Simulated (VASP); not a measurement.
# Cu (Fm-3m) in VASP: notebook

Cu is run at these levels: PBE; tasks: single point, relaxation of cell and atoms.

All numbers are computed with VASP 6.6.1; they aren't measurements. Logs are shortened: lines on timing, memory, paths and dates and some standing lists are left out, and cuts for length are marked.

### Step 1. The cell of the first run

The structure is cubic, space group Fm-3m (No. 225). The conventional cell has a = 3.630 Å, b = 3.630 Å, c = 3.630 Å, α = 90.00°, β = 90.00°, γ = 90.00°. Within 3.4 Å of Cu (site symmetry m-3m) lie 12 Cu at 2.57 Å.

### Step 2. Single point, PBE

File INCAR:

```
SYSTEM = Cu
ALGO = Normal ; EDIFF = 1E-6
ENCUT = 520 ; GGA = PE
ISIF = 2 ; ISMEAR = 0
LASPH = .TRUE. ; LCHARG = .FALSE.
LREAL = .FALSE. ; LWAVE = .FALSE.
NBANDS = 12 ; NELM = 100
PREC = Accurate ; SIGMA = 0.1
```

File KPOINTS:

```
k-points
0
G
  20 20 20
  0 0 0
```

File POSCAR:

```
Cu
1.0
    0.0000000000      1.8148741280      1.8148741280
    1.8148741280      0.0000000000      1.8148741280
    1.8148741280      1.8148741280      0.0000000000
Cu
1
Direct
    0.0000000000      0.0000000000      0.0000000000
```

Potentials or basis: VASP PAW PBE potentials, release 64 (Cu).

The run is started by

```bash
$ cat potpaw_PBE.64/Cu/POTCAR > POTCAR
$ mpirun -np 1 vasp_std > vasp.out
```

OUTCAR:

```text
SYSTEM = Cu
   EDIFF = 1E-6
   ENCUT = 520
   GGA = PE
   ISIF = 2
   ISMEAR = 0
   LASPH = .TRUE.
   LREAL = .FALSE.
   NELM = 100
   PREC = Accurate

 ion  position               nearest neighbor table
   1  0.000  0.000  0.000-

  LATTYP: Found a face centered cubic cell.
 ALAT       =     3.6297482560

  Lattice vectors:

 A1 = (   0.0000000000,   1.8148741280,   1.8148741280)
 A2 = (   1.8148741280,   0.0000000000,   1.8148741280)
 A3 = (   1.8148741280,   1.8148741280,   0.0000000000)

Analysis of symmetry for initial positions (statically):
=====================================================================
 Subroutine PRICEL returns:
 Original cell was already a primitive cell.

 Routine SETGRP: Setting up the symmetry group for a
 face centered cubic supercell.

 Subroutine GETGRP returns: Found 48 space group operations
 (whereof 48 operations were pure point group operations)
 out of a pool of 48 trial point group operations.

The static configuration has the point symmetry O_h .

Analysis of symmetry for dynamics (positions and initial velocities):
=====================================================================
 Subroutine PRICEL returns:
 Original cell was already a primitive cell.

 Routine SETGRP: Setting up the symmetry group for a
 face centered cubic supercell.

 Subroutine GETGRP returns: Found 48 space group operations
 (whereof 48 operations were pure point group operations)
 out of a pool of 48 trial point group operations.

The dynamic configuration has the point symmetry O_h .

 Subroutine INISYM returns: Found 48 space group operations
 (whereof 48 operations are pure point group operations),
 and found     1 'primitive' translations

----------------------------------------------------------------------------------------

                                     Primitive cell

  volume of cell :      11.9555

  direct lattice vectors                    reciprocal lattice vectors
     0.000000000  1.814874128  1.814874128    -0.275501200  0.275501200  0.275501200
     1.814874128  0.000000000  1.814874128     0.275501200 -0.275501200  0.275501200
     1.814874128  1.814874128  0.000000000     0.275501200  0.275501200 -0.275501200

  length of vectors
     2.566619606  2.566619606  2.566619606     0.477182076  0.477182076  0.477182076

  position of ions in fractional coordinates (direct lattice)
     0.000000000  0.000000000  0.000000000

  ion indices of the primitive-cell ions
   primitive index   ion index
                 1           1

----------------------------------------------------------------------------------------

 KPOINTS: k-points

Automatic generation of k-mesh.
 Grid dimensions read from file:
 generate k-points for:   20   20   20

 Generating k-lattice:

  Cartesian coordinates                     Fractional coordinates (reciprocal lattice)
    -0.013775060  0.013775060  0.013775060     0.050000000  0.000000000  0.000000000
     0.013775060 -0.013775060  0.013775060     0.000000000  0.050000000  0.000000000
     0.013775060  0.013775060 -0.013775060     0.000000000  0.000000000  0.050000000

  Length of vectors
     0.023859104  0.023859104  0.023859104

  Shift w.r.t. Gamma in fractional coordinates (k-lattice)
     0.000000000  0.000000000  0.000000000

 Subroutine IBZKPT returns following result:
 ===========================================

 Found    256 irreducible k-points:

 Following reciprocal coordinates:
            Coordinates               Weight
  0.000000  0.000000  0.000000      1.000000
  0.050000  0.000000  0.000000      8.000000
  0.100000  0.000000  0.000000      8.000000
  0.150000  0.000000  0.000000      8.000000
  0.200000  0.000000  0.000000      8.000000
  0.250000  0.000000  0.000000      8.000000
[... 16 lines left out ...]
 -0.400000  0.050000  0.000000     24.000000
 -0.350000  0.050000  0.000000     24.000000
 [... further k-points ...]
   k-points           NKPTS =    256   k-points in BZ     NKDIM =    256   number of bands    NBANDS=     12
   number of dos      NEDOS =    301   number of ions     NIONS =      1
   total plane-waves  NPLWV =   8000
   dimension x,y,z NGX =    20 NGY =   20 NGZ =   20
   dimension x,y,z NGXF=    40 NGYF=   40 NGZF=   40
   ions per type =               1
   NGX,Y,Z   is equivalent  to a cutoff of  12.95, 12.95, 12.95 a.u.
   NGXF,Y,Z  is equivalent  to a cutoff of  25.91, 25.91, 25.91 a.u.
 SYSTEM =  Cu
   PREC   = accura    normal or accurate (medium, high low for compatibility)
   ISTART =      0    job   : 0-new  1-cont  2-samecut
   ICHARG =      2    charge: 1-file 2-atom 10-const
   ISPIN  =      1    spin polarized calculation?
   LNONCOLLINEAR =      F non collinear calculations
   LSORBIT =      F    spin-orbit coupling
   LASPH  =      T    aspherical Exc in radial PAW
   ENCUT  =  520.0 eV  38.22 Ry    6.18 a.u.   4.77  4.77  4.77*2*pi/ulx,y,z
   NELM   =    100;   NELMIN=  2; NELMDL= -5     # of ELM steps
   EDIFF  = 0.1E-05   stopping-criterion for ELM
   LREAL  =      F    real-space projection
   EDIFFG = 0.1E-04   stopping-criterion for IOM
   NSW    =      0    number of steps for IOM
   IBRION =     -1    ionic relax: 0-MD 1-quasi-New 2-CG
   NFREE  =      0    steps in history (QN), initial steepest desc. (CG)
   ISIF   =      2    stress and relaxation
   ISYM   =      2    0-nonsym 1-usesym 2-fastsym
   POTIM  = 0.5000    time-step for ionic-motion
   TEBEG  =    0.0;   TEEND  =   0.0 temperature during run
   PSTRESS=    0.0 pullay stress
   NELECT =      11.0000    total number of electrons
   NUPDOWN=      -1.0000    fix difference up-down
   EMIN   =  10.00;   EMAX   =-10.00  energy-range for DOS
   EFERMI =   0.00;   METHOD = LEGACY
   ISMEAR =     0;   SIGMA  =   0.10  broadening in eV -4-tet -1-fermi 0-gaus
   EFERMI_NEDOS =   21; number of points for ismear=-14 and -15
   IALGO  =     38    algorithm
   IMIX   =      4    mixing-type and parameters
     AMIX     =   0.40;   BMIX     =  1.00
     AMIX_MAG =   1.60;   BMIX_MAG =  1.00
  volume/ion in A,a.u.               =      11.96        80.68
  Fermi-wavevector in a.u.,A,eV,Ry     =   1.592267  3.008948 34.495042  2.535314
  Thomas-Fermi vector in A             =   2.690679
   LORBIT       =      0    0 simple, 1 ext, 2 COOP (PROOUT), +10 PAW based schemes
   GGA     = PE    functional components
   LHFCALC =     F    Hartree Fock is set to
   AEXX    =    0.0000 exact exchange contribution
   IVDW    =     0    specifies the selected vdW correction
   LEPSILON=     F    determine dielectric tensor
   LRPA    =     F    only Hartree local field effects (RPA)
 non-spin polarized calculation
 Gauss-broadening in eV      SIGMA  =   0.10
  energy-cutoff  :      520.00
  volume of cell :       11.96
 maximum number of plane-waves:       332
   NGX =  9   NGY =  9   NGZ =  9

 number of electron      10.9999997 magnetization

 Free energy of the ion-electron system (eV)
  ---------------------------------------------------
  ext. energy  EPLUGINS =         0.00000000
  ---------------------------------------------------
  free energy    TOTEN  =        -3.72940231 eV

  energy without entropy =       -3.72806886  energy(sigma->0) =       -3.72873558

 E-fermi :   7.4086     XC(G=0): -12.6549

 val. band max:        7.3897496406   @ k =   0.5000   0.2500   0.1000
 cond. band min:       7.4555076472   @ k =   0.5000   0.3500   0.1500
 fundamental gap:      0.0657580066
 Fermi energy:         7.4085791351

 k-point     1 :       0.0000    0.0000    0.0000
  band No.  band energies     occupation
      1      -1.8234      2.00000
      2       4.4467      2.00000
      3       4.4467      2.00000
      4       4.4467      2.00000
      5       5.2533      2.00000
      6       5.2533      2.00000
      7      29.9313      0.00000
      8      32.4810      0.00000
      9      32.4810      0.00000
     10      32.4810      0.00000
     11      34.9639      0.00000
     12      34.9639      0.00000

 k-point     2 :       0.0500    0.0000    0.0000
  band No.  band energies     occupation
      1      -1.7330      2.00000
      2       4.4277      2.00000
      3       4.4639      2.00000
      4       4.4639      2.00000
      5       5.2465      2.00000
      6       5.2465      2.00000
      7      29.4239      0.00000
      8      31.2699      0.00000
      9      32.1757      0.00000
     10      32.1757      0.00000
     11      35.3991      0.00000
     12      35.3991      0.00000

 k-point     3 :       0.1000    0.0000    0.0000
  band No.  band energies     occupation
      1      -1.4642      2.00000
      2       4.3748      2.00000
      3       4.5098      2.00000
      4       4.5098      2.00000
      5       5.2311      2.00000
      6       5.2311      2.00000
      7      27.3780      0.00000
      8      30.6475      0.00000
      9      31.5847      0.00000
     10      31.5847      0.00000
     11      36.3501      0.00000
     12      36.3501      0.00000
[... 286 lines left out ...]
 k-point    23 :      -0.4000    0.0500    0.0000
  band No.  band energies     occupation
      1       2.3148      2.00000
      2       4.4233      2.00000
      3       4.4686      2.00000
      4       5.1667      2.00000
      5       5.6897      2.00000
      6       6.1567      2.00000
      7      12.8034      0.00000
      8      27.1548      0.00000
      9      29.0802      0.00000
     10      29.6871      0.00000
     11      32.6395      0.00000
     12      34.0091      0.00000

 k-point    24 :      -0.3500    0.0500    0.0000
  band No.  band energies     occupation
      1       1.9656      2.00000
      2       4.4728      2.00000
      3       4.5119      2.00000
      4       4.6479      2.00000
      5       5.5633      2.00000
      6       5.8419      2.00000
      7      14.6445      0.00000
      8      27.0882      0.00000
      9      29.4852      0.00000
     10      30.3949      0.00000
     11      32.7263      0.00000
     12      34.4474      0.00000

 [... further k-points ...]
[... 5 lines left out ...]
  --------------------------------------------------------------------------------------
  -------------------------------------------------------------------------------------
  Total        0.0430157      0.0430157      0.0430157      0.0000000     -0.0000000      0.0000000
  in kB        5.7645904      5.7645904      5.7645904      0.0000000     -0.0000000      0.0000000
  external PRESSURE =       5.7645904 kB  Pullay stress =       0.0000000 kB

 VOLUME and BASIS-vectors are now :
 -----------------------------------------------------------------------------
  energy-cutoff  :      520.00
  volume of cell :       11.96
      direct lattice vectors                 reciprocal lattice vectors
     0.000000000  1.814874128  1.814874128    -0.275501200  0.275501200  0.275501200
     1.814874128  0.000000000  1.814874128     0.275501200 -0.275501200  0.275501200
     1.814874128  1.814874128  0.000000000     0.275501200  0.275501200 -0.275501200

 POSITION                                       TOTAL-FORCE (eV/Angst)
 -----------------------------------------------------------------------------------
      0.00000      0.00000      0.00000         0.000000      0.000000      0.000000
 -----------------------------------------------------------------------------------
    total drift:                                0.000000      0.000000      0.000000

  FREE ENERGIE OF THE ION-ELECTRON SYSTEM (eV)
  ---------------------------------------------------
  free  energy   TOTEN  =        -3.7294023052 eV

  energy  without entropy=       -3.7280688615  energy(sigma->0) =       -3.72873558
```

Wall time 22 s (1 thread of Intel Xeon 6975P-C, shared host); peak memory 0.15 GiB.

What came out:

| Quantity | Value |
| --- | --- |
| Free energy | -3.7294 eV |
| Pressure | 0.6 GPa |

(Part 1 of 3 ends here.)
